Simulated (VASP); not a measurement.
**CdS: relaxation of cell and atoms with PBE**

Crystal: CdS.

```
Cd S
1.0
     4.16884    0.00000    0.00000
    -2.08442    3.61032    0.00000
     0.00000    0.00000    6.77962
Cd S
2 2
Direct
  0.66667 0.33333 0.50022
  0.33333 0.66667 0.00022
  0.66667 0.33333 0.87678
  0.33333 0.66667 0.37678
```

```json
{
  "Program": "VASP 6.6.1",
  "Task": "relaxation of cell and atoms",
  "Functional": "PBE",
  "Potentials or basis": "VASP PAW PBE potentials, release 64 (Cd, S)",
  "Cutoff": "600 eV",
  "k mesh": "9 × 9 × 4",
  "Occupations": "gaussian, width 0.02 eV",
  "Spin": "no spin polarisation",
  "Dipole correction": "no",
  "Further INCAR settings": "ALGO = Normal; EDIFF = 1e-07; IBRION = 2; EDIFFG = -0.005; NSW = 100; ISIF = 3"
}
```

```json
{
 "Relaxed volume": "26.16 Å³/atom",
 "Relaxed cell": "a = 4.204 Å, b = 4.204 Å, c = 6.839 Å, α = 90.00°, β = 90.00°, γ = 120.00°",
 "Space group after relaxing (to 0.05 Å)": "P6_3mc (No. 186)",
 "Energy gained by relaxing": "2.8 meV/atom",
 "Ionic steps": "3",
 "Pressure after relaxing": "0.0 GPa",
 "Band gap on the k mesh": "1.10 eV, direct"
}
```

The path:
```
step  energy change (eV)  largest force (eV/Å)  pressure (GPa)  volume (Å³)
   1              0.0000                0.0036            1.43       102.04
   2             -0.0104                0.0003           -0.39       105.44
   3             -0.0114                0.0009            0.01       104.65
```

Final structure:
```
CELL_PARAMETERS angstrom
4.20350 0.00000 0.00000
-2.10175 3.64034 0.00000
0.00000 0.00000 6.83866
ATOMIC_POSITIONS crystal
Cd 0.66667 0.33333 0.50020
Cd 0.33333 0.66667 0.00020
S 0.66667 0.33333 0.87680
S 0.33333 0.66667 0.37680
```

Levels at points of the mesh, in eV from the valence-band top:
| k point | band 16 | band 17 | band 18 | band 19 | band 20 | band 21 |
| --- | --- | --- | --- | --- | --- | --- |
| (0.00, 0.00, 0.00) | -0.04 | 0.00 | 0.00 | 1.10 | 2.73 | 6.48 |
| (0.00, 0.00, 0.50) | -0.36 | -0.36 | -0.36 | 2.75 | 2.75 | 6.13 |

It took 3.4 min on 1 thread of Intel(R) Xeon(R) Platinum 8259CL CPU @ 2.50GHz (Skylake/Cascade Lake), on a shared host, peak memory 0.31 GiB.

As with any semilocal functional, this PBE gap is likely too small.
